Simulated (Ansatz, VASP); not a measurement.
# AlN in VASP and in Ansatz

Contents of POSCAR:

```
AlN
1.0
    0.0000000000      1.9466231613      2.7525251501
    1.9466231613      0.0000000000      2.7525251501
    1.9466231613      1.9466231613      0.0000000000
Al N
1 1
Direct
    0.0000000000      0.0000000000      0.0000000000
    0.7500000000      0.7500000000      0.7500000000
```

File INCAR.step1:

```
  PREC = Accurate
  ENCUT = 520
  ISMEAR = 0
  SIGMA = 0.05
  LREAL = F
  LASPH = T
  NELM = 100
  NBANDS = 11
  GGA = PE
  ALGO = Normal
  EDIFF = 1E-4
  LWAVE = T
  LCHARG = F
```

Contents of INCAR.step2:

```
  PREC = Accurate
  ENCUT = 520
  EDIFF = 1E-7
  ISMEAR = 0
  SIGMA = 0.05
  LREAL = F
  LASPH = T
  NELM = 100
  ALGO = Normal
  ISIF = 2
  LWAVE = F
  LCHARG = F
  METAGGA = R2SCAN
  LMIXTAU = T
  NBANDS = 11
  ISTART = 1
```

The input KPOINTS:

```
regular mesh
0
Gamma
  10 10 10
```

Input for Ansatz:

```yaml
crystal:
  lattice:
    - [0.0, 1.9466231613, 2.7525251501]
    - [1.9466231613, 0.0, 2.7525251501]
    - [1.9466231613, 1.9466231613, 0.0]
  atoms:
    - { symbol: Al, position: [0.0, 0.0, 0.0] }
    - { symbol: "N", position: [0.75, 0.75, 0.75] }
basis:
  ecutwfc: 500
kpoints:
  mp_grid: { grid: [10, 10, 10] }
hamiltonian:
  xc: r2scan
scf:
  occupations: { method: gaussian, width: 0.05 }
output:
  forces: true
  stress: true
  eigenvalues: true
```

Alike in both runs: task single point; functional r2SCAN; k mesh 10 × 10 × 10; occupations gaussian, width 0.05 eV; no spin polarisation.

|  | VASP | Ansatz |
| --- | --- | --- |
| version | VASP 6.6.1 | Ansatz 0.2.0 |
| potentials or method | VASP PAW PBE potentials, release 64 (Al, N), cutoff 520 eV | scalar-relativistic, plane waves, PAW |
| valence electrons in the cell | 8 | 8 |

Ansatz gave:

* gap on the k mesh at the Fermi level (eV): 1.61
* least direct gap on the mesh (eV): 2.00
* pressure (GPa): -4.6
* traceless stress, the component that is largest in VASP (GPa): -76.42

**Question.** Which values does VASP return?

**Answer.** gap on the k mesh at the Fermi level (eV): 1.63; least direct gap on the mesh (eV): 2.02; pressure (GPa): -5.0; traceless stress, the component that is largest in VASP (GPa): -76.60.

VASP's potentials were made for PBE, not for r2SCAN.
